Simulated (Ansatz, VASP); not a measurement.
**CuO in VASP and in Ansatz**

INCAR

```
SYSTEM = CuO
PREC = Accurate
ENCUT = 600
EDIFF = 1E-6
ISMEAR = -1
SIGMA = 0.05
LREAL = .FALSE.
LASPH = .TRUE.
NELM = 80
ALGO = Normal
ISIF = 3
LWAVE = .FALSE.
LCHARG = .FALSE.
GGA = CA
IBRION = 2
NSW = 80
EDIFFG = -0.02
```

Contents of KPOINTS:

```
Automatic mesh
0
G
  7 7 4
  0 0 0
```

The input POSCAR:

```
CuO
1.0
    1.9909680000     -2.1535500000      0.0000000000
    1.9909680000      2.1535500000      0.0000000000
    0.0000000000      0.0000000000      5.1559280000
Cu O
2 2
Direct
    0.5000000000      0.0000000000      0.0000000000
    0.0000000000      0.5000000000      0.5000000000
    0.5000000000      0.5000000000      0.2500000000
    0.5000000000      0.5000000000      0.7500000000
```

input.yaml

```yaml
crystal:
  lattice:
    - [1.990968, -2.15355, 0.0]
    - [1.990968, 2.15355, 0.0]
    - [0.0, 0.0, 5.155928]
  atoms:
    - { symbol: Cu, position: [0.5, 0.0, 0.0] }
    - { symbol: Cu, position: [0.0, 0.5, 0.5] }
    - { symbol: O, position: [0.5, 0.5, 0.25] }
    - { symbol: O, position: [0.5, 0.5, 0.75] }
kpoints:
  mp_grid: { grid: [7, 7, 4] }
scf:
  occupations: { method: fermi_dirac, width: 0.05 }
hamiltonian:
  xc: lda
  pseudopotentials: { kind: all_electron, lapw: { basis_error: 0.002 } }
output:
  forces: true
  stress: true
relax:
  f_tol: 0.02
  max_steps: 60
  cell: {}
```

Alike in both runs: task relaxation of cell and atoms; functional LDA; k mesh 7 × 7 × 4; occupations fermi-dirac, width 0.05 eV; no spin polarisation.

|  | VASP | Ansatz |
| --- | --- | --- |
| version | VASP 6.6.1 | Ansatz 0.2.0 |
| potentials or method | VASP PAW LDA potentials, release 64 (Cu, O), cutoff 600 eV | all-electron LAPW, scalar-relativistic |

|  | VASP | Ansatz | Ansatz less VASP |
| --- | --- | --- | --- |
| relaxed volume (Å³/atom) | 10.32 | 10.28 | -0.037 |
| relaxed cell length with the largest relative difference (Å) | 2.859 | 2.854 | -0.0046 |

LDA's correlation is that of Perdew and Zunger in VASP and of Perdew and Wang (1992) in Ansatz. Ansatz ran all-electron here, and VASP with PAW potentials.

Noted on Ansatz's run: the k mesh is thin for a metal, which can move the energy by tens of meV per atom.
